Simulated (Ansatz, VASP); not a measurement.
Pt4C: VASP beside Ansatz

The input INCAR:

```
PREC     = Accurate       # precision mode
ENCUT    = 520            # plane-wave cutoff, eV
EDIFF    = 1E-6           # SCF threshold, eV
ISMEAR   = 0              # smearing method
SIGMA    = 0.1            # smearing width, eV
LREAL    = False          # projectors in reciprocal space
LASPH    = True           # aspherical terms in the spheres
NELM     = 200            # most SCF steps
ALGO     = Normal         # electronic algorithm
ISIF     = 2              # what is computed and relaxed
LWAVE    = False          # write WAVECAR
LCHARG   = True           # write CHGCAR
ISPIN    = 2              # spin polarisation
MAGMOM   = 0 0 0 0 2      # initial moments
LORBIT   = 11             # projections on sites
LMAXMIX  = 4              # l up to which the mixer works
LDIPOL   = True         
IDIPOL   = 3            
DIPOL    = 0.5 0.5 0.344
GGA      = PS             # functional
LELF     = True           # ELF
LVHAR    = True         
LVACPOTAV= True         
NBANDS   = 34             # bands
GGA_COMPAT= False        
NELMDL   = -8
```

File KPOINTS:

```
Automatic mesh
0
Gamma
  10 7 1
```

Contents of POSCAR:

```
Pt4C
1.0
    2.7704032196      0.0000000000      0.0000000000
    0.0000000000      3.9179418064      0.0000000000
    0.0000000000      0.0000000000     21.0969749094
Pt C
4 1
Direct
    0.5000000000      0.5000000000      0.1896006426
    0.0000000000      0.0000000000      0.2552594214
    0.5000000000      0.5000000000      0.3256256435
    0.0000000000      0.0000000000      0.3837979115
    0.0000000000      0.0000000000      0.5672365332
```

Input for Ansatz:

```yaml
crystal:
  lattice:
    - [2.7704032196, 0.0, 0.0]
    - [0.0, 3.9179418064, 0.0]
    - [0.0, 0.0, 21.0969749094]
  atoms:
    - { symbol: Pt, position: [0.5, 0.5, 0.1896006426] }
    - { symbol: Pt, position: [0.0, 0.0, 0.2552594214] }
    - { symbol: Pt, position: [0.5, 0.5, 0.3256256435] }
    - { symbol: Pt, position: [0.0, 0.0, 0.3837979115] }
    - { symbol: C, position: [0.0, 0.0, 0.5672365332], spin: 2.0 }
basis:
  ecutwfc: 420
kpoints:
  mp_grid: { grid: [10, 7, 1] }
hamiltonian:
  xc: pbesol
  pseudopotentials: { kind: paw, azcp: { folder: soft_1 } }
scf:
  occupations: { method: gaussian, width: 0.1 }
output:
  forces: true
  eigenvalues: true
  populations: true
magnetization:
  spin_polarized: true
efield:
  axis: 3
  dipole_correction: true
  ramp_width: 0.04
```

Alike in both runs: task single point; functional PBEsol; k mesh 10 × 7 × 1; occupations gaussian, width 0.1 eV; collinear spin.

|  | VASP | Ansatz |
| --- | --- | --- |
| version | VASP 6.6.1 | Ansatz 0.2.0 |
| potentials or method | VASP PAW PBE potentials, release 64 (Pt, C), cutoff 520 eV | scalar-relativistic, plane waves, PAW |
| valence electrons in the cell | 44 | 76 |

VASP gave:

```
gap on the k mesh at the Fermi level (eV)                     : none
rms of the force components (eV/Å)                            : 0.369
net moment per atom (μB)                                      : 0.32
size of the moment on the site where the two differ most (μB) : 0.88
work function, face that differs most (eV)                    : 5.60
```

Estimate Ansatz's values.

gap on the k mesh at the Fermi level (eV): none; rms of the force components (eV/Å): 0.371; net moment per atom (μB): 0.33; size of the moment on the site where the two differ most (μB): 1.47; work function, face that differs most (eV): 5.59.

VASP's potentials were made for PBE, not for PBEsol, and Ansatz warns of the same on its side. Site moments also hang on the region over which each program counts them. Atom by atom the forces differ by 0.009 eV/Å (rms over components). A gap of «none» marks a metal or a gap that the smearing closes. VASP's potentials hold 44 valence electrons a cell and Ansatz's 76, so a difference there can come from the potentials and not from the codes.

Spin-orbit coupling is off throughout.
